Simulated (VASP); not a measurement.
# HfN: single point with PBEsol

Crystal: HfN.

```
CELL_PARAMETERS angstrom
0.00000 2.25078 2.25078
2.25078 0.00000 2.25078
2.25078 2.25078 0.00000
ATOMIC_POSITIONS crystal
Hf 0.00000 0.00000 0.00000
N 0.50000 0.50000 0.50000
```

- Program: VASP 6.6.1
- Task: single point
- Functional: PBEsol
- Potentials or basis: VASP PAW PBE potentials, release 64 (Hf_pv, N)
- Cutoff: 520 eV
- k mesh: 22 × 22 × 22
- Occupations: gaussian, width 0.15 eV
- Spin: no spin polarisation
- Dipole correction: no
- Further INCAR settings: ALGO = Normal; EDIFF = 1e-06; NBANDS = 14

```json
{"Pressure": "-2.2 GPa", "Band gap on the k mesh": "zero (an odd number of electrons rules out a gap without spin polarisation)"}
```

Levels at points of the mesh, in eV from the Fermi level:
```
           k point  band 4  band 5  band 6  band 7  band 8  band 9  band 10  band 11  band 12  band 13
(0.00, 0.00, 0.00)  -17.50   -3.00   -3.00   -3.00   -0.38   -0.38    -0.38     1.92     1.97     1.97
(0.50, 0.00, 0.00)  -14.66   -8.97   -6.23   -6.23    3.35    3.77     3.77     4.47     9.00     9.00
(0.50, 0.50, 0.00)  -16.38   -5.39   -3.89   -3.66   -3.66    4.15     5.64     5.64     5.74     8.08
```

It took 60 s on 1 thread of Intel(R) Xeon(R) Platinum 8259CL CPU @ 2.50GHz (Skylake/Cascade Lake), with other jobs on the host, peak memory 0.23 GiB.

Caveat: the PAW data sets were made with another functional, which shifts forces and pressure a little; spin-orbit coupling is left out, which moves the levels of the heavy elements.
